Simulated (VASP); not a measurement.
# BN (P3m1) in VASP: further runs

BN is run at these levels: LDA; tasks: single point.

Everything below comes from runs of VASP 6.6.1. Logs are shortened: lines on timing, memory, paths and dates and some standing lists are left out, and cuts for length are marked.

## 1. The cell of the first run

It takes space group P3m1 (No. 156, trigonal). The conventional cell has a = 2.554 Å, b = 2.554 Å, c = 13.681 Å, α = 90.00°, β = 90.00°, γ = 120.00°. Within 2.1 Å of B (site symmetry 3m) lie 4 N at 1.57 to 1.58 Å. Within 2.1 Å of B (site symmetry 3m) lie 4 N at 1.57 to 1.58 Å. B (site symmetry 3m) has 4 N at 1.57 to 1.58 Å within 2.1 Å. Within 2.1 Å of B (site symmetry 3m) lie 3 N at 1.57 Å. Within 2.1 Å of B (site symmetry 3m) lie 4 N at 1.57 to 1.58 Å. Within 2.1 Å of B (site symmetry 3m) lie 4 N at 1.57 to 1.58 Å. N (site symmetry 3m) has 4 B at 1.57 to 1.58 Å within 2.1 Å. Within 2.1 Å of N (site symmetry 3m) lie 4 B at 1.57 to 1.58 Å.

## 2. Single point, LDA

The input, INCAR:

```
SYSTEM = BN
PREC = Accurate ; ENCUT = 520
EDIFF = 1E-7 ; ISMEAR = 0
SIGMA = 0.05 ; LREAL = .FALSE.
LASPH = .TRUE. ; NELM = 80
ALGO = Normal ; ISIF = 2
LWAVE = .FALSE. ; LCHARG = .TRUE.
LELF = .TRUE. ; LVHAR = .TRUE.
NBANDS = 36
```

The input, KPOINTS:

```
Automatic mesh
0
G
  10 10 2
  0 0 0
```

The input, POSCAR:

```
BN
1.0
   -2.5539396017      0.0000000000      0.0000000000
    1.2769698009     -2.2117765748      0.0000000000
    0.0000000000      0.0000000000     13.6805650000
B N
6 6
Direct
    0.3333333333      0.6666666667      0.2122992373
    0.3333333333      0.6666666667      0.5212671052
    0.3333333333      0.6666666667      0.8302349731
    0.6666666667      0.3333333333      0.0578153033
    0.6666666667      0.3333333333      0.3667831712
    0.6666666667      0.3333333333      0.6757510392
    0.3333333333      0.6666666667      0.0966068371
    0.3333333333      0.6666666667      0.4055747050
    0.3333333333      0.6666666667      0.7145425729
    0.6666666667      0.3333333333      0.8690265069
    0.6666666667      0.3333333333      0.2510907710
    0.6666666667      0.3333333333      0.5600586390
```

Potentials or basis: VASP PAW LDA potentials, release 64 (B, N).

Run with:

```console
cat potpaw_LDA.64/B/POTCAR potpaw_LDA.64/N/POTCAR > POTCAR
mpirun -np 1 vasp_std > vasp.out
```

OUTCAR:

```text
SYSTEM = BN
   PREC = Accurate
   ENCUT = 520
   EDIFF = 1E-7
   ISMEAR = 0
   LREAL = .FALSE.
   LASPH = .TRUE.
   NELM = 80
   ISIF = 2

 ion  position               nearest neighbor table
   1  0.333  0.667  0.212-  11 1.57  11 1.57  11 1.57   7 1.58
   2  0.333  0.667  0.521-  12 1.57  12 1.57  12 1.57   8 1.58
   3  0.333  0.667  0.830-  10 1.57  10 1.57  10 1.57   9 1.58
   4  0.667  0.333  0.058-   7 1.57   7 1.57   7 1.57
   5  0.667  0.333  0.367-   8 1.57   8 1.57   8 1.57  11 1.58
   6  0.667  0.333  0.676-   9 1.57   9 1.57   9 1.57  12 1.58
   7  0.333  0.667  0.097-   4 1.57   4 1.57   4 1.57   1 1.58
   8  0.333  0.667  0.406-   5 1.57   5 1.57   5 1.57   2 1.58
   9  0.333  0.667  0.715-   6 1.57   6 1.57   6 1.57   3 1.58
  10  0.667  0.333  0.869-   3 1.57   3 1.57   3 1.57
  11  0.667  0.333  0.251-   1 1.57   1 1.57   1 1.57   5 1.58
  12  0.667  0.333  0.560-   2 1.57   2 1.57   2 1.57   6 1.58

  LATTYP: Found a hexagonal cell.
 ALAT       =     2.5539396017
 C/A-ratio  =     5.3566517356

  Lattice vectors:

 A1 = (  -2.5539396017,   0.0000000000,   0.0000000000)
 A2 = (   1.2769698009,  -2.2117765748,   0.0000000000)
 A3 = (   0.0000000000,   0.0000000000,  13.6805650000)

Analysis of symmetry for initial positions (statically):
=====================================================================
 Subroutine PRICEL returns:
 Original cell was already a primitive cell.

 Routine SETGRP: Setting up the symmetry group for a
 hexagonal supercell.

 Subroutine GETGRP returns: Found  6 space group operations
 (whereof  6 operations were pure point group operations)
 out of a pool of 24 trial point group operations.

The static configuration has the point symmetry C_3v.

Analysis of symmetry for dynamics (positions and initial velocities):
=====================================================================
 Subroutine PRICEL returns:
 Original cell was already a primitive cell.

 Routine SETGRP: Setting up the symmetry group for a
 hexagonal supercell.

 Subroutine GETGRP returns: Found  6 space group operations
 (whereof  6 operations were pure point group operations)
 out of a pool of 24 trial point group operations.

The dynamic configuration has the point symmetry C_3v.

 Subroutine INISYM returns: Found  6 space group operations
 (whereof  6 operations are pure point group operations),
 and found     1 'primitive' translations

----------------------------------------------------------------------------------------

                                     Primitive cell

  volume of cell :      77.2780

  direct lattice vectors                    reciprocal lattice vectors
    -2.553939602  0.000000000  0.000000000    -0.391551938 -0.226062617  0.000000000
     1.276969801 -2.211776575  0.000000000     0.000000000 -0.452125233  0.000000000
     0.000000000  0.000000000 13.680565000     0.000000000  0.000000000  0.073096396

  length of vectors
     2.553939602  2.553939602 13.680565000     0.452125233  0.452125233  0.073096396

  position of ions in fractional coordinates (direct lattice)
     0.333333333  0.666666667  0.212299237
     0.333333333  0.666666667  0.521267105
     0.333333333  0.666666667  0.830234973
     0.666666667  0.333333333  0.057815303
     0.666666667  0.333333333  0.366783171
     0.666666667  0.333333333  0.675751039
     0.333333333  0.666666667  0.096606837
     0.333333333  0.666666667  0.405574705
     0.333333333  0.666666667  0.714542573
     0.666666667  0.333333333  0.869026507
     0.666666667  0.333333333  0.251090771
     0.666666667  0.333333333  0.560058639

  ion indices of the primitive-cell ions
   primitive index   ion index
                 1           1
                 2           2
                 3           3
                 4           4
                 5           5
                 6           6
                 7           7
                 8           8
                 9           9
                10          10
                11          11
                12          12

----------------------------------------------------------------------------------------

 KPOINTS: Automatic mesh

Automatic generation of k-mesh.
 Grid dimensions read from file:
 generate k-points for:   10   10    2

 Generating k-lattice:

  Cartesian coordinates                     Fractional coordinates (reciprocal lattice)
    -0.039155194 -0.022606262  0.000000000     0.100000000  0.000000000  0.000000000
     0.000000000 -0.045212523  0.000000000     0.000000000  0.100000000  0.000000000
     0.000000000  0.000000000  0.036548198     0.000000000  0.000000000  0.500000000

  Length of vectors
     0.045212523  0.045212523  0.036548198

  Shift w.r.t. Gamma in fractional coordinates (k-lattice)
     0.000000000  0.000000000  0.000000000

 Subroutine IBZKPT returns following result:
 ===========================================

 Found     28 irreducible k-points:

 Following reciprocal coordinates:
            Coordinates               Weight
  0.000000  0.000000  0.000000      1.000000
  0.100000 -0.000000  0.000000      6.000000
  0.200000 -0.000000  0.000000      6.000000
  0.300000 -0.000000  0.000000      6.000000
  0.400000  0.000000  0.000000      6.000000
  0.500000 -0.000000  0.000000      3.000000
[... 16 lines left out ...]
  0.300000  0.100000  0.500000     12.000000
  0.400000  0.100000  0.500000     12.000000
 [... further k-points ...]
   k-points           NKPTS =     28   k-points in BZ     NKDIM =     28   number of bands    NBANDS=     36
   number of dos      NEDOS =    301   number of ions     NIONS =     12
   total plane-waves  NPLWV =  43200
   dimension x,y,z NGX =    20 NGY =   20 NGZ =  108
   dimension x,y,z NGXF=    40 NGYF=   40 NGZF=  216
   ions per type =               6   6
   NGX,Y,Z   is equivalent  to a cutoff of  13.02, 13.02, 13.12 a.u.
   NGXF,Y,Z  is equivalent  to a cutoff of  26.04, 26.04, 26.25 a.u.
 SYSTEM =  BN
   PREC   = accura    normal or accurate (medium, high low for compatibility)
   ISTART =      0    job   : 0-new  1-cont  2-samecut
   ICHARG =      2    charge: 1-file 2-atom 10-const
   ISPIN  =      1    spin polarized calculation?
   LNONCOLLINEAR =      F non collinear calculations
   LSORBIT =      F    spin-orbit coupling
   LASPH  =      T    aspherical Exc in radial PAW
   ENCUT  =  520.0 eV  38.22 Ry    6.18 a.u.   4.75  4.75 25.44*2*pi/ulx,y,z
   NELM   =     80;   NELMIN=  2; NELMDL= -5     # of ELM steps
   EDIFF  = 0.1E-06   stopping-criterion for ELM
   LREAL  =      F    real-space projection
   EDIFFG = 0.1E-05   stopping-criterion for IOM
   NSW    =      0    number of steps for IOM
   IBRION =     -1    ionic relax: 0-MD 1-quasi-New 2-CG
   NFREE  =      0    steps in history (QN), initial steepest desc. (CG)
   ISIF   =      2    stress and relaxation
   ISYM   =      2    0-nonsym 1-usesym 2-fastsym
   POTIM  = 0.5000    time-step for ionic-motion
   TEBEG  =    0.0;   TEEND  =   0.0 temperature during run
   PSTRESS=    0.0 pullay stress
   NELECT =      48.0000    total number of electrons
   NUPDOWN=      -1.0000    fix difference up-down
   EMIN   =  10.00;   EMAX   =-10.00  energy-range for DOS
   EFERMI =   0.00;   METHOD = LEGACY
   ISMEAR =     0;   SIGMA  =   0.05  broadening in eV -4-tet -1-fermi 0-gaus
   EFERMI_NEDOS =   21; number of points for ismear=-14 and -15
   IALGO  =     38    algorithm
   IMIX   =      4    mixing-type and parameters
     AMIX     =   0.40;   BMIX     =  1.00
     AMIX_MAG =   1.60;   BMIX_MAG =  1.00
  volume/ion in A,a.u.               =       6.44        43.46
  Fermi-wavevector in a.u.,A,eV,Ry     =   1.396808  2.639584 26.545941  1.951072
  Thomas-Fermi vector in A             =   2.520126
   LORBIT       =      0    0 simple, 1 ext, 2 COOP (PROOUT), +10 PAW based schemes
   GGA     = CA    functional components
   LHFCALC =     F    Hartree Fock is set to
   AEXX    =    0.0000 exact exchange contribution
   IVDW    =     0    specifies the selected vdW correction
   LEPSILON=     F    determine dielectric tensor
   LRPA    =     F    only Hartree local field effects (RPA)
 non-spin polarized calculation
 Gauss-broadening in eV      SIGMA  =   0.05
  energy-cutoff  :      520.00
  volume of cell :       77.28
 maximum number of plane-waves:      2103
 NGX is ok and might be reduce to    20
   NGX =  9   NGY =  9   NGZ = 51

 number of electron      48.0000003 magnetization

 Free energy of the ion-electron system (eV)
  ---------------------------------------------------
  ext. energy  EPLUGINS =         0.00000000
  ---------------------------------------------------
  free energy    TOTEN  =      -113.19093844 eV

  energy without entropy =     -113.19093844  energy(sigma->0) =     -113.19093844

 E-fermi :   8.1504     XC(G=0): -12.6030

 val. band max:        7.8694201533   @ k =   0.0000   0.0000   0.0000
 cond. band min:       9.1452477373   @ k =   0.5000  -0.0000   0.0000
 fundamental gap:      1.2758275841
 Fermi energy:         8.1504172343

 k-point     1 :       0.0000    0.0000    0.0000
  band No.  band energies     occupation
      1     -14.4198      2.00000
      2     -13.3859      2.00000
      3     -12.5104      2.00000
      4     -11.5543      2.00000
      5     -10.4762      2.00000
      6      -8.4812      2.00000
[... 28 lines left out ...]
     35      15.7344      0.00000
     36      16.5106      0.00000

 k-point     2 :       0.1000   -0.0000    0.0000
  band No.  band energies     occupation
      1     -14.2061      2.00000
      2     -13.1760      2.00000
      3     -12.3053      2.00000
      4     -11.3588      2.00000
      5     -10.2882      2.00000
      6      -8.3012      2.00000
[... 28 lines left out ...]
     35      16.2568      0.00000
     36      16.5011      0.00000
[... 817 lines left out ...]
     35      17.3859      0.00000
     36      17.9687      0.00000

 k-point    24 :       0.4000    0.1000    0.5000
  band No.  band energies     occupation
      1     -10.6512      2.00000
      2      -9.9005      2.00000
      3      -9.3558      2.00000
      4      -8.7300      2.00000
      5      -7.9376      2.00000
      6      -6.0718      2.00000
[... 28 lines left out ...]
     35      17.3265      0.00000
     36      18.0105      0.00000

 [... further k-points ...]
[... 5 lines left out ...]
  --------------------------------------------------------------------------------------
  -------------------------------------------------------------------------------------
  Total       -6.4309505     -6.4309505    -12.9381822      0.0000000      0.0000000      0.0000000
  in kB     -133.3306013   -133.3306013   -268.2427135      0.0000000      0.0000000      0.0000000
  external PRESSURE =    -178.3013053 kB  Pullay stress =       0.0000000 kB

 VOLUME and BASIS-vectors are now :
 -----------------------------------------------------------------------------
  energy-cutoff  :      520.00
  volume of cell :       77.28
      direct lattice vectors                 reciprocal lattice vectors
    -2.553939602  0.000000000  0.000000000    -0.391551938 -0.226062617  0.000000000
     1.276969801 -2.211776575  0.000000000     0.000000000 -0.452125233  0.000000000
     0.000000000  0.000000000 13.680565000     0.000000000  0.000000000  0.073096396

 POSITION                                       TOTAL-FORCE (eV/Angst)
 -----------------------------------------------------------------------------------
      0.00000     -1.47452      2.90437         0.000000      0.000000      0.785684
      0.00000     -1.47452      7.13123         0.000000     -0.000000      0.616100
      0.00000     -1.47452     11.35808        -0.000000      0.000000      3.071483
     -1.27697     -0.73726      0.79095        -0.000000      0.000000     -0.172397
     -1.27697     -0.73726      5.01780        -0.000000      0.000000      0.616675
     -1.27697     -0.73726      9.24466        -0.000000      0.000000      0.734245
      0.00000     -1.47452      1.32164         0.000000      0.000000     -2.511799
      0.00000     -1.47452      5.54849        -0.000000      0.000000     -0.609918
      0.00000     -1.47452      9.77535        -0.000000      0.000000     -0.875033
     -1.27697     -0.73726     11.88877        -0.000000      0.000000     -0.403546
     -1.27697     -0.73726      3.43506        -0.000000      0.000000     -0.631644
     -1.27697     -0.73726      7.66192        -0.000000     -0.000000     -0.619850
 -----------------------------------------------------------------------------------
    total drift:                                0.000000      0.000000     -0.000114

  FREE ENERGIE OF THE ION-ELECTRON SYSTEM (eV)
  ---------------------------------------------------
  free  energy   TOTEN  =      -113.1909384407 eV

  energy  without entropy=     -113.1909384407  energy(sigma->0) =     -113.19093844
```

Run time: 58 s. Hardware: 1 thread of AMD EPYC 9R45 (Zen 5), shared host; peak memory 0.16 GiB.

What came out:

* Free energy: -113.1909 eV
* Pressure: -17.8 GPa
* Largest force: 3.071 eV/Å
* Band gap on the k mesh: 1.28 eV, indirect (least direct gap 1.65 eV)

Forces in eV/Å, atoms in the order of the input:
```
B    0.000  0.000  0.786
B    0.000  0.000  0.616
B    0.000  0.000  3.071
B    0.000  0.000 -0.172
B    0.000  0.000  0.617
B    0.000  0.000  0.734
N    0.000  0.000 -2.512
N    0.000  0.000 -0.610
N    0.000  0.000 -0.875
N    0.000  0.000 -0.404
N    0.000  0.000 -0.632
N    0.000  0.000 -0.620
```

Levels at points of the mesh, in eV from the valence-band top:
```
           k point  band 20  band 21  band 22  band 23  band 24  band 25  band 26  band 27  band 28  band 29
(0.00, 0.00, 0.00)    -1.54    -1.54    -1.38     0.00     0.00     1.65     6.02     6.02     6.66     7.04
(0.50, 0.00, 0.00)    -4.84    -4.45    -3.95    -2.43    -1.86     1.28     3.99     4.52     5.18     6.03
(0.00, 0.00, 0.50)    -1.78    -1.54    -1.54     0.00     0.00     1.75     6.02     6.02     6.66     7.04
(0.50, 0.00, 0.50)    -4.85    -4.46    -3.95    -2.43    -1.89     1.31     3.98     4.57     5.25     5.75
```

Caveat: forces of over 1 eV/Å act on the atoms, so gaps and moduli don't describe the material at rest.

## 3. Single point, LDA

This run uses another cell than the first one, of 6.68 Å³/atom, 1.037 times its volume.

The input, INCAR:

```
SYSTEM = BN
PREC = Accurate
ENCUT = 520
EDIFF = 1E-6
ISMEAR = 0
SIGMA = 0.05
LREAL = .FALSE.
LASPH = .TRUE.
NELM = 80
ALGO = Normal
ISIF = 2
LWAVE = .FALSE.
LCHARG = .FALSE.
NBANDS = 36
```

The input, KPOINTS:

```
regular mesh
0
G
  10 10 2
  0 0 0
```

The input, POSCAR:

```
BN
1.0
   -2.5539396017      0.0000000000      0.0000000000
    1.2769698009     -2.2117765748      0.0000000000
    0.0000000000      0.0000000000     14.1805650000
B N
6 6
Direct
    0.3333333333      0.6666666667      0.2048136668
    0.3333333333      0.6666666667      0.5028874742
    0.3333333333      0.6666666667      0.8009612815
    0.6666666667      0.3333333333      0.0557767631
    0.6666666667      0.3333333333      0.3538505705
    0.6666666667      0.3333333333      0.6519243778
    0.3333333333      0.6666666667      0.0932005258
    0.3333333333      0.6666666667      0.3912743331
    0.3333333333      0.6666666667      0.6893481405
    0.6666666667      0.3333333333      0.8383850442
    0.6666666667      0.3333333333      0.2422374295
    0.6666666667      0.3333333333      0.5403112368
```

Potentials or basis: VASP PAW LDA potentials, release 64 (B, N).

Run with:

```console
cat potpaw_LDA.64/B/POTCAR potpaw_LDA.64/N/POTCAR > POTCAR
mpirun -np 1 vasp_std > vasp.out
```

It took 78 s on 1 thread of AMD EPYC 9R45 (Zen 5), shared host; peak memory 0.16 GiB.

It converged, with:

* Free energy: -112.0946 eV
* Pressure: -16.1 GPa
* Largest force: 3.691 eV/Å
* Band gap on the k mesh: 0.11 eV, indirect (least direct gap 0.26 eV)

Forces in eV/Å, atoms in the order of the input:
```
B    0.000  0.000  0.901
B    0.000  0.000  0.680
B    0.000  0.000  3.691
B    0.000  0.000  0.828
B    0.000  0.000  0.673
B    0.000  0.000  0.882
N    0.000  0.000 -2.578
N    0.000  0.000 -0.665
N    0.000  0.000 -1.124
N    0.000  0.000 -1.913
N    0.000  0.000 -0.687
N    0.000  0.000 -0.689
```

Stress tensor (GPa, compression positive):
```
-13.12   0.00   0.00
  0.00 -13.12   0.00
  0.00   0.00 -22.09
```

Levels at points of the mesh, in eV from the valence-band top:
| k point | band 21 | band 22 | band 23 | band 24 | band 25 | band 26 | band 27 | band 28 |
| --- | --- | --- | --- | --- | --- | --- | --- | --- |
| (0.00, 0.00, 0.00) | -1.86 | -1.50 | 0.00 | 0.00 | 0.26 | 5.50 | 5.50 | 6.14 |
| (0.50, 0.00, 0.00) | -4.70 | -4.27 | -2.46 | -1.34 | 0.11 | 3.46 | 4.05 | 4.76 |
| (0.00, 0.00, 0.50) | -1.86 | -1.82 | 0.00 | 0.00 | 0.40 | 5.50 | 5.50 | 6.14 |
| (0.50, 0.00, 0.50) | -4.71 | -4.27 | -2.46 | -1.36 | 0.14 | 3.46 | 4.08 | 4.81 |

Caveat: forces of over 1 eV/Å act on the atoms, so gaps and moduli don't describe the material at rest.

## 4. Single point, LDA

This run uses another cell than the first one, of 6.91 Å³/atom, 1.073 times its volume.

The input, INCAR:

```
SYSTEM = BN
PREC = Accurate ; ENCUT = 520
EDIFF = 1E-7 ; ISMEAR = 0
SIGMA = 0.05 ; LREAL = .False.
LASPH = .True. ; NELM = 80
ALGO = Normal ; ISIF = 2
LWAVE = .False. ; LCHARG = .True.
LELF = .True. ; LVHAR = .True.
NBANDS = 36
```

The input, KPOINTS:

```
regular mesh
0
Gamma
  10 10 2
  0 0 0
```

The input, POSCAR:

```
BN
1.0
   -2.5539396017      0.0000000000      0.0000000000
    1.2769698009     -2.2117765748      0.0000000000
    0.0000000000      0.0000000000     14.6805650000
B N
6 6
Direct
    0.3333333333      0.6666666667      0.1978379930
    0.3333333333      0.6666666667      0.4857598134
    0.3333333333      0.6666666667      0.7736816338
    0.6666666667      0.3333333333      0.0538770827
    0.6666666667      0.3333333333      0.3417989032
    0.6666666667      0.3333333333      0.6297207236
    0.3333333333      0.6666666667      0.0900262431
    0.3333333333      0.6666666667      0.3779480636
    0.3333333333      0.6666666667      0.6658698840
    0.6666666667      0.3333333333      0.8098307942
    0.6666666667      0.3333333333      0.2339871534
    0.6666666667      0.3333333333      0.5219089738
```

Run with:

```console
cat potpaw_LDA.64/B/POTCAR potpaw_LDA.64/N/POTCAR > POTCAR
mpirun -np 1 vasp_std > vasp.out
```

Wall time 1.7 min (1 thread of AMD EPYC 9R45 (Zen 5), shared host); peak memory 0.16 GiB.

The run converged. Its results:

```
Free energy            : -111.4620 eV
Pressure               : -14.6 GPa
Largest force          : 3.621 eV/Å
Band gap on the k mesh : zero (band 24 reaches 7.29 eV, above the bottom of band 25 at 7.02 eV)
```

Forces in eV/Å, atoms in the order of the input:
```
B    0.000  0.000  0.914
B    0.000  0.000  0.664
B    0.000  0.000  3.621
B    0.000  0.000  1.412
B    0.000  0.000  0.649
B    0.000  0.000  0.911
N    0.000  0.000 -2.412
N    0.000  0.000 -0.641
N    0.000  0.000 -1.246
N    0.000  0.000 -2.537
N    0.000  0.000 -0.653
N    0.000  0.000 -0.682
```

Stress tensor (GPa, compression positive):
```
-13.50   0.00   0.00
  0.00 -13.50   0.00
  0.00   0.00 -16.74
```

Levels at points of the mesh, in eV from the Fermi level:
```
           k point  band 22  band 23  band 24  band 25  band 26  band 27
(0.00, 0.00, 0.00)    -1.06    -0.05     0.27     0.27     5.74     5.74
(0.50, 0.00, 0.00)    -4.07    -2.20    -0.68     0.00     3.70     4.28
(0.00, 0.00, 0.50)    -1.32     0.12     0.27     0.27     5.74     5.74
(0.50, 0.00, 0.50)    -4.07    -2.20    -0.70     0.02     3.70     4.30
```

Caveat: forces of over 1 eV/Å act on the atoms, so gaps and moduli don't describe the material at rest.

(Continued in part 2 of 2.)
